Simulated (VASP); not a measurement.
Wanted: the native input for a VASP 6.6.1 run.

* Task: relaxation of cell and atoms
* Functional: PBE
* Potentials or basis: VASP PAW PBE potentials, release 64 (Hf_pv, O)
* Cutoff: 600 eV
* k mesh: 13 × 13 × 7
* Occupations: fermi-dirac, width 0.1 eV
* Spin: no spin polarisation
* Target pressure: 32 GPa
* Dipole correction: no
* Further INCAR settings: ALGO = Normal; EDIFF = 1e-07; IBRION = 2; EDIFFG = -0.005; NSW = 32; ISIF = 3

The structure of HfO2 (CdI2 type) lies in POSCAR:

```
HfO2
1.0
    3.1512356578      0.0000000000      0.0000000000
   -1.5756178289      2.7290501330      0.0000000000
    0.0000000000      0.0000000000      3.7788610324
Hf O
1 2
Direct
    0.0000000000      0.0000000000      0.0000000000
    0.3333333333      0.6666666667      0.2529814448
    0.6666666667      0.3333333333      0.7470185552
```

One way to write it, as run:

INCAR

```
SYSTEM = HfO2
  PREC = Accurate
  ENCUT = 600
  EDIFF = 1E-7
  ISMEAR = -1
  SIGMA = 0.1
  LREAL = .FALSE.
  LASPH = .TRUE.
  NELM = 60
  ALGO = Normal
  ISIF = 3
  LWAVE = .FALSE.
  LCHARG = .FALSE.
  GGA = PE
  IBRION = 2
  NSW = 32
  EDIFFG = -0.005
  PSTRESS = 320.0
```

KPOINTS

```
Automatic mesh
0
G
  13 13 7
  0 0 0
```

Potentials or basis: VASP PAW PBE potentials, release 64 (Hf_pv, O).

Command:

```sh
$ cat potpaw_PBE.64/Hf_pv/POTCAR potpaw_PBE.64/O/POTCAR > POTCAR
$ mpirun -np 1 vasp_std > vasp.out
```

It gave:

The relaxed volume is 10.74 Å³/atom. The relaxed cell is a = 3.141 Å, b = 3.141 Å, c = 3.770 Å, α = 90.00°, β = 90.00°, γ = 120.00° and the space group after relaxing (to 0.05 Å) is P-3m1 (No. 164). The energy change on relaxing (the enthalpy is what falls) is +17.6 meV/atom. The ionic steps are 5 and the pressure after relaxing is 32.1 GPa. The band gap on the k mesh is 3.27 eV, indirect (least direct gap 4.22 eV).

Caveat: the cell is relaxed towards a set pressure, so the enthalpy falls and the energy may rise; spin-orbit coupling is left out, which moves the levels of the heavy elements.

Run time: 100 s on 1 thread of Intel(R) Xeon(R) 6975P-C (Granite Rapids), with other jobs on the host, peak memory 0.22 GiB.
